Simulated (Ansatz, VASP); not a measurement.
One calculation of Yb, two programs

```xyz
1
Lattice="-2.0654 2.1515 2.1515 2.1515 -2.0654 2.1515 2.1515 2.1515 -2.0654" Properties=species:S:1:pos:R:3 pbc="T T T"
Yb    0.0000    0.0000    0.0000
```

Change from the starting cell: equal xy, yz and zx shear strains of +4 %.

Alike in both runs: task single point; functional PBEsol; k mesh 12 × 12 × 12; occupations fermi-dirac, width 0.05 eV; no spin polarisation.

|  | VASP | Ansatz |
| --- | --- | --- |
| version | VASP 6.6.1 | Ansatz 0.2.0 |
| potentials or method | VASP PAW PBE potentials, release 64 (Yb), cutoff 520 eV | all-electron LAPW, scalar-relativistic |

|  | VASP | Ansatz | Ansatz less VASP |
| --- | --- | --- | --- |
| pressure (GPa) | -3.7 | -3.3 | +0.36 |
| traceless stress, the component that is largest in VASP (GPa) | -0.73 | -0.74 | -0.006 |

VASP's potentials were made for PBE, not for PBEsol. Ansatz ran all-electron here, and VASP with PAW potentials.

Neither program's run includes spin-orbit coupling.
